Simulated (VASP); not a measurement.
Here is a VASP 6.6.1 calculation.

INCAR

```
SYSTEM = Fe
ALGO = Normal
EDIFF = 1E-6
ENCUT = 600
GGA = RE
GGA_COMPAT = .FALSE.
ISIF = 2
ISMEAR = -1
LASPH = .TRUE.
LCHARG = .TRUE.
LELF = .TRUE.
LREAL = .FALSE.
LVHAR = .TRUE.
LWAVE = .FALSE.
NBANDS = 10
NELM = 120
PREC = Accurate
SIGMA = 0.1
```

The input KPOINTS:

```
k-points
0
G
  8 8 8
  0 0 0
```

The input POSCAR:

```
Fe
1.0
   -1.3881999478      1.3881999478      1.3881999478
    1.3881999478     -1.3881999478      1.3881999478
    1.3881999478      1.3881999478     -1.3881999478
Fe
1
Direct
    0.0000000000      0.0000000000      0.0000000000
```

Potentials or basis: VASP PAW PBE potentials, release 64 (Fe).

Command:

```sh
$ cat potpaw_PBE.64/Fe/POTCAR > POTCAR
$ mpirun -np 1 vasp_std > vasp.out
```

**Question.** What does it give for the band gap on the k mesh?

**Answer.** Zero (band 4 reaches 7.63 eV, above the bottom of band 5 at 5.90 eV).

**Question.** What does it give for the pressure?

**Answer.** -0.7 GPa.

Caveat: the k points lie up to 0.40 Å⁻¹ apart; the PAW data sets were made with another functional, which shifts forces and pressure a little; the run has no spin polarisation, though such a crystal can be magnetic. Spin polarisation is off, so any magnetic state and its effect on volume and gap are missing.
